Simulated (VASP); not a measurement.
# Ta (Fm-3m) in VASP: further runs, part 2 of 2

VASP 6.6.1.

### Step 3. Single point, PBE, non-collinear spin, zero start, spin-orbit coupling

This run uses another cell than the first one, of 18.81 Å³/atom, 1.037 times its volume.

Input file INCAR:

```
SYSTEM = Ta
PREC     = Accurate       ! precision mode
ENCUT    = 520            ! plane-wave cutoff, eV
EDIFF    = 1E-6           ! SCF threshold, eV
ISMEAR   = 0              ! smearing method
SIGMA    = 0.05           ! smearing width, eV
LREAL    = .FALSE.        ! projectors in reciprocal space
LASPH    = .TRUE.         ! aspherical terms in the spheres
NELM     = 150            ! most SCF steps
ALGO     = Normal         ! electronic algorithm
ISIF     = 2              ! what is computed and relaxed
LWAVE    = .FALSE.        ! write WAVECAR
LCHARG   = .FALSE.        ! write CHGCAR
MAGMOM   = 0 0 0          ! initial moments
LORBIT   = 11             ! projections on sites
LSORBIT  = .TRUE.         ! spin-orbit coupling
GGA_COMPAT= .FALSE.      
LORBMOM  = .TRUE.       
LMAXMIX  = 4              ! l up to which the mixer works
GGA      = PE             ! functional
NBANDS   = 22             ! bands
```

Input file KPOINTS:

```
regular mesh
0
G
  18 18 18
  0 0 0
```

Input file POSCAR:

```
Ta
1.0
    0.0000000000      2.1108133249      2.1108133249
    2.1108133249      0.0000000000      2.1108133249
    2.1108133249      2.1108133249      0.0000000000
Ta
1
Direct
    0.0000000000      0.0000000000      0.0000000000
```

Potentials or basis: VASP PAW PBE potentials, release 64 (Ta_pv).

Launch:

```sh
$ cat potpaw_PBE.64/Ta_pv/POTCAR > POTCAR
$ mpirun -np 1 vasp_ncl > vasp.out
```

OUTCAR:

```text
SYSTEM = Ta
   PREC = Accurate
   ENCUT = 520
   EDIFF = 1E-6
   ISMEAR = 0
   LREAL = .FALSE.
   LASPH = .TRUE.
   NELM = 150
   ISIF = 2
   LORBIT = 11
   LSORBIT = .TRUE.
   GGA = PE

 ion  position               nearest neighbor table
   1  0.000  0.000  0.000-

  LATTYP: Found a face centered cubic cell.
 ALAT       =     4.2216266498

  Lattice vectors:

 A1 = (   0.0000000000,   2.1108133249,   2.1108133249)
 A2 = (   2.1108133249,   0.0000000000,   2.1108133249)
 A3 = (   2.1108133249,   2.1108133249,   0.0000000000)

Analysis of symmetry for initial positions (statically):
[... 25 lines left out ...]
The dynamic configuration has the point symmetry O_h .

Analysis of structural, dynamic, and magnetic symmetry:
=====================================================================
 Subroutine PRICEL returns:
[... 7 lines left out ...]
 out of a pool of 48 trial point group operations.

The overall configuration has the point symmetry O_h .

 Subroutine INISYM returns: Found 48 space group operations
[... 5 lines left out ...]
                                     Primitive cell

  volume of cell :      18.8096

  direct lattice vectors                    reciprocal lattice vectors
     0.000000000  2.110813325  2.110813325    -0.236875518  0.236875518  0.236875518
     2.110813325  0.000000000  2.110813325     0.236875518 -0.236875518  0.236875518
     2.110813325  2.110813325  0.000000000     0.236875518  0.236875518 -0.236875518

  length of vectors
     2.985140832  2.985140832  2.985140832     0.410280432  0.410280432  0.410280432

  position of ions in fractional coordinates (direct lattice)
     0.000000000  0.000000000  0.000000000

  ion indices of the primitive-cell ions
   primitive index   ion index
                 1           1

----------------------------------------------------------------------------------------

 KPOINTS: regular mesh

Automatic generation of k-mesh.
 Grid dimensions read from file:
 generate k-points for:   18   18   18

 Generating k-lattice:

  Cartesian coordinates                     Fractional coordinates (reciprocal lattice)
    -0.013159751  0.013159751  0.013159751     0.055555556  0.000000000  0.000000000
     0.013159751 -0.013159751  0.013159751     0.000000000  0.055555556  0.000000000
     0.013159751  0.013159751 -0.013159751     0.000000000  0.000000000  0.055555556

  Length of vectors
     0.022793357  0.022793357  0.022793357

  Shift w.r.t. Gamma in fractional coordinates (k-lattice)
     0.000000000  0.000000000  0.000000000

 Subroutine IBZKPT returns following result:
 ===========================================

 Found    195 irreducible k-points:

 Following reciprocal coordinates:
            Coordinates               Weight
  0.000000  0.000000  0.000000      1.000000
  0.055556  0.000000  0.000000      8.000000
  0.111111  0.000000  0.000000      8.000000
  0.166667  0.000000  0.000000      8.000000
  0.222222  0.000000  0.000000      8.000000
  0.277778  0.000000  0.000000      8.000000
[... 16 lines left out ...]
 -0.277778  0.055556  0.000000     24.000000
 -0.222222  0.055556  0.000000     24.000000
 [... further k-points ...]
   k-points           NKPTS =    195   k-points in BZ     NKDIM =    195   number of bands    NBANDS=     22
   number of dos      NEDOS =    301   number of ions     NIONS =      1
   total plane-waves  NPLWV =  13824
[... 38 lines left out ...]
  Thomas-Fermi vector in A             =   2.494940
   LORBIT       =     11    0 simple, 1 ext, 2 COOP (PROOUT), +10 PAW based schemes
   GGA     = PE    functional components
   LHFCALC =     F    Hartree Fock is set to
   AEXX    =    0.0000 exact exchange contribution
   IVDW    =     0    specifies the selected vdW correction
   LEPSILON=     F    determine dielectric tensor
   LRPA    =     F    only Hartree local field effects (RPA)
 Gauss-broadening in eV      SIGMA  =   0.05
  energy-cutoff  :      520.00
  volume of cell :       18.81
 maximum number of plane-waves:      1062
 NGX is ok and might be reduce to    24
   NGX = 11   NGY = 11   NGZ = 11

 number of electron      11.0000001 magnetization       0.0000000     -0.0000000     -0.0000000

 number of electron      11.0000001 magnetization      -0.0000000      0.0000000      0.0000000

 number of electron      11.0000001 magnetization       0.0000000      0.0000000      0.0000000

 number of electron      11.0000001 magnetization      -0.0000000     -0.0000000     -0.0000000

 Free energy of the ion-electron system (eV)
  ---------------------------------------------------
  ext. energy  EPLUGINS =         0.00000000
  ---------------------------------------------------
  free energy    TOTEN  =       -12.29269426 eV

  energy without entropy =      -12.29055347  energy(sigma->0) =      -12.29162387

 E-fermi :   5.4705     XC(G=0): -12.4002

 val. band max:        5.4543038585   @ k =  -0.3333   0.1111   0.0000
 cond. band min:       5.4708473930   @ k =  -0.3889   0.3889   0.1111
 fundamental gap:      0.0165435346
 Fermi energy:         5.4704835665

 k-point     1 :       0.0000    0.0000    0.0000
  band No.  band energies     occupation
      1     -33.5894      1.00000
      2     -33.5894      1.00000
      3     -25.5512      1.00000
      4     -25.5512      1.00000
      5     -25.5512      1.00000
      6     -25.5512      1.00000
[... 589 lines left out ...]
     21      19.5950      0.00000
     22      19.5950      0.00000

 [... further k-points ...]
[... 5 lines left out ...]
  --------------------------------------------------------------------------------------
  -------------------------------------------------------------------------------------
  Total       -0.0138518     -0.0138518     -0.0138518      0.0000000      0.0000000      0.0000000
  in kB       -1.1798803     -1.1798803     -1.1798803      0.0000000      0.0000000      0.0000000
  external PRESSURE =      -1.1798803 kB  Pullay stress =       0.0000000 kB

 VOLUME and BASIS-vectors are now :
 -----------------------------------------------------------------------------
  energy-cutoff  :      520.00
  volume of cell :       18.81
      direct lattice vectors                 reciprocal lattice vectors
     0.000000000  2.110813325  2.110813325    -0.236875518  0.236875518  0.236875518
     2.110813325  0.000000000  2.110813325     0.236875518 -0.236875518  0.236875518
     2.110813325  2.110813325  0.000000000     0.236875518  0.236875518 -0.236875518

 POSITION                                       TOTAL-FORCE (eV/Angst)
 -----------------------------------------------------------------------------------
      0.00000      0.00000      0.00000        -0.000000     -0.000000     -0.000000
 -----------------------------------------------------------------------------------
    total drift:                                0.000000      0.000000      0.000000

  FREE ENERGIE OF THE ION-ELECTRON SYSTEM (eV)
  ---------------------------------------------------
  free  energy   TOTEN  =       -12.2926942627 eV

  energy  without entropy=      -12.2905534702  energy(sigma->0) =      -12.29162387

 orbital moment (x)

 # of ion     p       d       tot
 ----------------------------------------
  1         0.000  -0.000  -0.000
 ----------------------------------------
            0.000  -0.000  -0.000

 orbital moment (y)

 # of ion     p       d       tot
 ----------------------------------------
  1         0.000   0.000   0.000
 ----------------------------------------
            0.000   0.000   0.000

 orbital moment (z)

 # of ion     p       d       tot
 ----------------------------------------
  1         0.000   0.000   0.000
 ----------------------------------------
            0.000   0.000   0.000

 Spin-Orbit-Coupling matrix elements

 Ion:    1  E_soc:     -1.4266217
 l=   1
     0.0000000    -0.2138030    -0.2138030
    -0.2138030     0.0000000    -0.2138030
    -0.2138030    -0.2138030     0.0000000
 l=   2
     0.0000000    -0.0058141     0.0000000    -0.0058141    -0.0181531
    -0.0058141     0.0000000    -0.0136148    -0.0058141    -0.0045383
     0.0000000    -0.0136148     0.0000000    -0.0136148     0.0000000
    -0.0058141    -0.0058141    -0.0136148     0.0000000    -0.0045383
    -0.0181531    -0.0045383     0.0000000    -0.0045383     0.0000000
 l=   3
     0.0000000     0.0000000     0.0000000     0.0000000     0.0000000     0.0000000     0.0000000
     0.0000000     0.0000000     0.0000000     0.0000000     0.0000000     0.0000000     0.0000000
     0.0000000     0.0000000     0.0000000     0.0000000     0.0000000     0.0000000     0.0000000
     0.0000000     0.0000000     0.0000000     0.0000000     0.0000000     0.0000000     0.0000000
     0.0000000     0.0000000     0.0000000     0.0000000     0.0000000     0.0000000     0.0000000
     0.0000000     0.0000000     0.0000000     0.0000000     0.0000000     0.0000000     0.0000000
     0.0000000     0.0000000     0.0000000     0.0000000     0.0000000     0.0000000     0.0000000

 total charge

# of ion       s       p       d       tot
------------------------------------------
    1        0.373   6.174   2.299   8.847

 magnetization (x)

# of ion       s       p       d       tot
------------------------------------------
    1       -0.000   0.000   0.000   0.000

 magnetization (y)

# of ion       s       p       d       tot
------------------------------------------
    1       -0.000  -0.000   0.000   0.000

 magnetization (z)

# of ion       s       p       d       tot
------------------------------------------
    1        0.000   0.000   0.000   0.000
```

Run time: 3 min. Hardware: 1 thread of AMD EPYC 7R43 (Zen 3), shared host; peak memory 0.23 GiB.

Results:

```
Free energy                                           : -12.2927 eV
Pressure                                              : -0.1 GPa
Net moment                                            : 0.00 μB per cell
Valence electrons inside the program's atomic spheres : Ta 8.85
```

Moments on the atoms (μB; x, y, z):
```
Ta  0.00 0.00 0.00
```

### Step 4. Single point, PBE, non-collinear spin, zero start, spin-orbit coupling

This run uses another cell than the first one, of 18.96 Å³/atom, 1.045 times its volume.

Input file INCAR:

```
SYSTEM = Ta
  PREC = Accurate
  ENCUT = 520
  EDIFF = 1E-6
  ISMEAR = 0
  SIGMA = 0.05
  LREAL = .False.
  LASPH = .True.
  NELM = 150
  ALGO = Normal
  ISIF = 2
  LWAVE = .False.
  LCHARG = .False.
  MAGMOM = 0 0 0
  LORBIT = 11
  LSORBIT = .True.
  GGA_COMPAT = .False.
  LORBMOM = .True.
  LMAXMIX = 4
  GGA = PE
  NBANDS = 22
```

Input file KPOINTS:

```
regular mesh
0
Gamma
  18 18 18
  0 0 0
```

Input file POSCAR:

```
Ta
1.0
    0.0000000000      2.1162810310      2.1162810310
    2.1162810310      0.0000000000      2.1162810310
    2.1162810310      2.1162810310      0.0000000000
Ta
1
Direct
    0.0000000000      0.0000000000      0.0000000000
```

Potentials or basis: VASP PAW PBE potentials, release 64 (Ta_pv).

Launch:

```sh
$ cat potpaw_PBE.64/Ta_pv/POTCAR > POTCAR
$ mpirun -np 1 vasp_ncl > vasp.out
```

OUTCAR:

```text
SYSTEM = Ta
   PREC = Accurate
   ENCUT = 520
   EDIFF = 1E-6
   ISMEAR = 0
   LREAL = .False.
   LASPH = .True.
   NELM = 150
   ISIF = 2
   LORBIT = 11
   LSORBIT = .True.
   GGA = PE

 ion  position               nearest neighbor table
   1  0.000  0.000  0.000-

  LATTYP: Found a face centered cubic cell.
 ALAT       =     4.2325620620

  Lattice vectors:

 A1 = (   0.0000000000,   2.1162810310,   2.1162810310)
 A2 = (   2.1162810310,   0.0000000000,   2.1162810310)
 A3 = (   2.1162810310,   2.1162810310,   0.0000000000)

Analysis of symmetry for initial positions (statically):
[... 25 lines left out ...]
The dynamic configuration has the point symmetry O_h .

Analysis of structural, dynamic, and magnetic symmetry:
=====================================================================
 Subroutine PRICEL returns:
[... 821 lines left out ...]
            0.000   0.000   0.000

 Spin-Orbit-Coupling matrix elements

 Ion:    1  E_soc:     -1.4259556
 l=   1
     0.0000000    -0.2136515    -0.2136515
    -0.2136515     0.0000000    -0.2136515
    -0.2136515    -0.2136515     0.0000000
 l=   2
     0.0000000    -0.0058219     0.0000000    -0.0058219    -0.0181858
    -0.0058219     0.0000000    -0.0136394    -0.0058219    -0.0045465
     0.0000000    -0.0136394     0.0000000    -0.0136394     0.0000000
    -0.0058219    -0.0058219    -0.0136394     0.0000000    -0.0045465
    -0.0181858    -0.0045465     0.0000000    -0.0045465     0.0000000
 l=   3
     0.0000000     0.0000000     0.0000000     0.0000000     0.0000000     0.0000000     0.0000000
     0.0000000     0.0000000     0.0000000     0.0000000     0.0000000     0.0000000     0.0000000
     0.0000000     0.0000000     0.0000000     0.0000000     0.0000000     0.0000000     0.0000000
     0.0000000     0.0000000     0.0000000     0.0000000     0.0000000     0.0000000     0.0000000
     0.0000000     0.0000000     0.0000000     0.0000000     0.0000000     0.0000000     0.0000000
     0.0000000     0.0000000     0.0000000     0.0000000     0.0000000     0.0000000     0.0000000
     0.0000000     0.0000000     0.0000000     0.0000000     0.0000000     0.0000000     0.0000000

 total charge

# of ion       s       p       d       tot
------------------------------------------
    1        0.371   6.173   2.289   8.833

 magnetization (x)

# of ion       s       p       d       tot
------------------------------------------
    1        0.000   0.000   0.000   0.000

 magnetization (y)

# of ion       s       p       d       tot
------------------------------------------
    1        0.000  -0.000   0.000   0.000

 magnetization (z)

# of ion       s       p       d       tot
------------------------------------------
    1        0.000  -0.000   0.000   0.000
```

Wall time 3.2 min (1 thread of AMD EPYC 7R43 (Zen 3), shared host); peak memory 0.23 GiB.

What came out:

```yaml
Free_energy: -12.2920 eV
Pressure: -1.5 GPa
Net_moment: 0.00 μB per cell
Valence_electrons_inside_the_program's_atomic_spheres: Ta 8.83
```

Moments on the atoms (μB; x, y, z):
```
Ta  0.00 0.00 0.00
```

### Step 5. The runs side by side

```csv
spin,cell,k mesh,pressure (GPa),moment (μB)
off,"a = 2.949 Å, angles 60.0°, 1 atom",8 × 8 × 8,9.1,-
"non-collinear, zero start, SOC","a = 2.985 Å, angles 60.0°, 1 atom",18 × 18 × 18,-0.1,0.00
"non-collinear, zero start, SOC","a = 2.993 Å, angles 60.0°, 1 atom",18 × 18 × 18,-1.5,0.00
```

Alike in all rows: task single point; level PBE; potentials or basis VASP PAW PBE potentials, release 64 (Ta_pv); cutoff (eV) 520; smearing gaussian 0.05 eV.

Caveats: spin-orbit coupling is left out, which moves the levels of the heavy elements (some runs).

Absolute energies hang on the potentials; compare differences alone.
